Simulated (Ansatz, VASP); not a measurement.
## One calculation of Hf, two programs

```xyz
1
Lattice="0.0000 2.1837 2.2889 2.0672 0.0000 2.2889 2.0672 2.1837 0.0000" Properties=species:S:1:pos:R:3 pbc="T T T"
Hf    0.0000    0.0000    0.0000
```

Change from the starting cell: strain +e along x and -e along y -0.0267, strain +e along z and -e/2 along x and y +0.0500.

Alike in both runs: task single point; functional LDA; k mesh 18 × 18 × 18; occupations gaussian, width 0.15 eV; no spin polarisation.

```csv
,VASP,Ansatz
version,VASP 6.6.1,Ansatz 0.2.0
potentials or method,"VASP PAW LDA potentials, release 64 (Hf_pv), cutoff 520 eV","scalar-relativistic, plane waves, PAW"
valence electrons in the cell,10,26
```

```tsv
	VASP	Ansatz	Ansatz less VASP
gap on the k mesh at the Fermi level (eV)	none	none	-
pressure (GPa)	0.3	0.3	-0.03
traceless stress, the component that is largest in VASP (GPa)	-2.39	-2.39	+0.003
```

LDA's correlation is that of Perdew and Zunger in VASP and of Perdew and Wang (1992) in Ansatz. A gap of «none» marks a metal or a gap that the smearing closes. VASP's potentials hold 10 valence electrons a cell and Ansatz's 26, so a difference there can come from the potentials and not from the codes.

Spin-orbit coupling is off throughout.
